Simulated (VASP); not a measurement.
# NiO in VASP: a series of runs, part 2 of 2

VASP 6.6.1. Earlier steps stand in the parts before.

### Step 5. Single point, PBE, collinear spin, ferromagnetic start (equal xy, yz and zx shear strains of -2 %)

Contents of INCAR:

```
PREC     = Accurate       # precision mode
ENCUT    = 520            # plane-wave cutoff, eV
EDIFF    = 1E-7           # SCF threshold, eV
ISMEAR   = -1             # smearing method
SIGMA    = 0.03           # smearing width, eV
LREAL    = F              # projectors in reciprocal space
LASPH    = T              # aspherical terms in the spheres
NELM     = 150            # most SCF steps
ALGO     = Normal         # electronic algorithm
ISIF     = 2              # what is computed and relaxed
LWAVE    = F              # write WAVECAR
LCHARG   = T              # write CHGCAR
ISPIN    = 2              # spin polarisation
MAGMOM   = 1.5 0          # initial moments
LORBIT   = 11             # projections on sites
LMAXMIX  = 4              # l up to which the mixer works
GGA      = PE             # functional
LELF     = T              # ELF
LVHAR    = T            
NBANDS   = 19             # bands
```

Contents of KPOINTS:

```
regular mesh
0
Gamma
  17 17 17
```

Contents of POSCAR:

```
NiO
1.0
   -0.0418262000      2.0703969000      2.0703969000
    2.0703969000     -0.0418262000      2.0703969000
    2.0703969000      2.0703969000     -0.0418262000
Ni O
1 1
Direct
    0.0000000000      0.0000000000      0.0000000000
    0.5000000000      0.5000000000      0.5000000000
```

Potentials or basis: VASP PAW PBE potentials, release 64 (Ni, O).

Command:

```console
cat potpaw_PBE.64/Ni/POTCAR potpaw_PBE.64/O/POTCAR > POTCAR
mpirun -np 1 vasp_std > vasp.out
```

OUTCAR:

```text
PREC = Accurate
   ENCUT = 520
   EDIFF = 1E-7
   ISMEAR = -1
   LREAL = F
   LASPH = T
   NELM = 150
   ISIF = 2
   ISPIN = 2
   LORBIT = 11
   GGA = PE

 ion  position               nearest neighbor table
   1  0.000  0.000  0.000-   2 2.09   2 2.09   2 2.09   2 2.09   2 2.09   2 2.09
   2  0.500  0.500  0.500-   1 2.09   1 2.09   1 2.09   1 2.09   1 2.09   1 2.09

  LATTYP: Found a trigonal (rhomboedric) cell.
 ALAT       =     2.9282821036
 COS(alpha) =     0.4797000918

  Lattice vectors:

 A1 = (  -0.0418262000,   2.0703969000,   2.0703969000)
 A2 = (   2.0703969000,  -0.0418262000,   2.0703969000)
 A3 = (   2.0703969000,   2.0703969000,  -0.0418262000)

Analysis of symmetry for initial positions (statically):
=====================================================================
 Subroutine PRICEL returns:
 Original cell was already a primitive cell.

 Routine SETGRP: Setting up the symmetry group for a
 trigonal (rhombohedral) supercell.

[... 727 lines left out ...]
      5       5.9593      1.00000
      6       5.9595      1.00000
[... 517 lines left out ...]
     18      36.1009      0.00000
     19      37.7497      0.00000

 [... further k-points ...]

------------------------ aborting loop because EDIFF is reached ----------------------------------------

  FORCE on cell =-STRESS in cart. coord.  units (eV):
  Direction    XX          YY          ZZ          XY          YZ          ZX
  --------------------------------------------------------------------------------------
  -------------------------------------------------------------------------------------
  Total        0.4304335      0.4304335      0.4304335      0.1293719      0.1293719      0.1293719
  in kB       37.7105225     37.7105225     37.7105225     11.3343503     11.3343503     11.3343503
  external PRESSURE =      37.7105225 kB  Pullay stress =       0.0000000 kB

 VOLUME and BASIS-vectors are now :
 -----------------------------------------------------------------------------
  energy-cutoff  :      520.00
  volume of cell :       18.29
      direct lattice vectors                 reciprocal lattice vectors
    -0.041826200  2.070396900  2.070396900    -0.234301935  0.239132903  0.239132903
     2.070396900 -0.041826200  2.070396900     0.239132903 -0.234301935  0.239132903
     2.070396900  2.070396900 -0.041826200     0.239132903  0.239132903 -0.234301935

 POSITION                                       TOTAL-FORCE (eV/Angst)
 -----------------------------------------------------------------------------------
      0.00000      0.00000      0.00000         0.000000     -0.000000     -0.000000
      2.04948      2.04948      2.04948        -0.000000      0.000000      0.000000
 -----------------------------------------------------------------------------------
    total drift:                                0.000000     -0.000000     -0.000000

  FREE ENERGIE OF THE ION-ELECTRON SYSTEM (eV)
  ---------------------------------------------------
  free  energy   TOTEN  =       -11.4715400963 eV

  energy  without entropy=      -11.4680426435  energy(sigma->0) =      -11.46979137

 total charge

# of ion       s       p       d       tot
------------------------------------------
    1        0.330   0.401   8.248   8.980
    2        1.557   3.419   0.000   4.976
--------------------------------------------------
tot          1.888   3.820   8.248  13.955

 magnetization (x)

# of ion       s       p       d       tot
------------------------------------------
    1        0.011   0.015   1.384   1.411
    2        0.028   0.230   0.000   0.258
--------------------------------------------------
tot          0.039   0.245   1.384   1.669
```

OSZICAR:

```text
N       E                     dE             d eps       ncg     rms          rms(c)
DAV:   1     0.849215991430E+02    0.84922E+02   -0.70221E+03 39782   0.104E+03
DAV:   2    -0.847473756814E+01   -0.93396E+02   -0.81513E+02 38545   0.236E+02
DAV:   3    -0.136961295294E+02   -0.52214E+01   -0.49741E+01 42774   0.564E+01
DAV:   4    -0.137439189165E+02   -0.47789E-01   -0.47738E-01 41135   0.524E+00
DAV:   5    -0.137446620550E+02   -0.74314E-03   -0.74307E-03 42005   0.653E-01    0.152E+01
DAV:   6    -0.126912084450E+02    0.10535E+01   -0.12628E+01 48347   0.607E+01    0.187E+01
DAV:   7    -0.115015125040E+02    0.11897E+01   -0.42537E+00 47197   0.478E+01    0.623E+00
DAV:   8    -0.114705100696E+02    0.31002E-01   -0.21763E-01 48431   0.733E+00    0.381E+00
DAV:   9    -0.114715331788E+02   -0.10231E-02   -0.32170E-02 55855   0.300E+00    0.101E+00
DAV:  10    -0.114714793251E+02    0.53854E-04   -0.48782E-03 40146   0.646E-01    0.235E-01
DAV:  11    -0.114715306744E+02   -0.51349E-04   -0.17238E-04 45742   0.224E-01    0.107E-01
DAV:  12    -0.114715374049E+02   -0.67305E-05   -0.13044E-04 51378   0.283E-01    0.329E-02
DAV:  13    -0.114715406520E+02   -0.32471E-05   -0.23149E-05 41341   0.495E-02    0.213E-02
DAV:  14    -0.114715397200E+02    0.93200E-06   -0.48617E-06 50180   0.377E-02    0.541E-03
DAV:  15    -0.114715400479E+02   -0.32781E-06   -0.89593E-07 40541   0.954E-03    0.235E-03
DAV:  16    -0.114715400963E+02   -0.48481E-07   -0.67564E-08 25840   0.598E-03
   1 F= -.11471540E+02 E0= -.11469791E+02  d E =-.349745E-02  mag=     1.7111
```

Run time: 4.2 min. Hardware: 1 thread of Oxide Virtual Turin-like, shared host; peak memory 0.33 GiB.

What came out:

| Quantity | Value |
| --- | --- |
| Free energy | -11.4715 eV |
| Pressure | 3.8 GPa |
| Net moment | 1.71 μB per cell |
| Site moments | Ni +1.41; O +0.26 μB |
| Valence electrons inside the program's atomic spheres | Ni 8.98; O 4.98 |

Caveat: the cell differs from its parent crystal (equal xy, yz and zx shear strains of -2 %); a cell with one magnetic atom can't hold antiferromagnetic order, which such compounds often take; semilocal functionals often make such compounds metallic where correlation or magnetic order opens a gap, which also shifts bond lengths.

### Step 6. Overview

```tsv
cell	gap on the mesh (eV)	pressure (GPa)	moment (μB)
a = 2.989, b = 2.989, c = 2.900 Å, angles 61.0, 61.0, 58.0°, 2 atoms	none	4.6	1.69
a = 2.972, b = 2.972, c = 2.987 Å, angles 59.8, 59.8, 60.3°, 2 atoms	none	0.3	1.76
a = 2.987 Å, angles 58.7°, 2 atoms	none	3.7	1.71
a = 2.928 Å, angles 61.3°, 2 atoms	none	3.8	1.71
```

Alike in all rows: task single point; level PBE; potentials or basis VASP PAW PBE potentials, release 64 (Ni, O); spin collinear, ferromagnetic start; k mesh 17 × 17 × 17; cutoff (eV) 520; smearing fermi-dirac 0.03 eV.

Caveats: a cell with one magnetic atom can't hold antiferromagnetic order, which such compounds often take; semilocal functionals often make such compounds metallic where correlation or magnetic order opens a gap, which also shifts bond lengths.

Absolute energies hang on the potentials; compare differences alone.
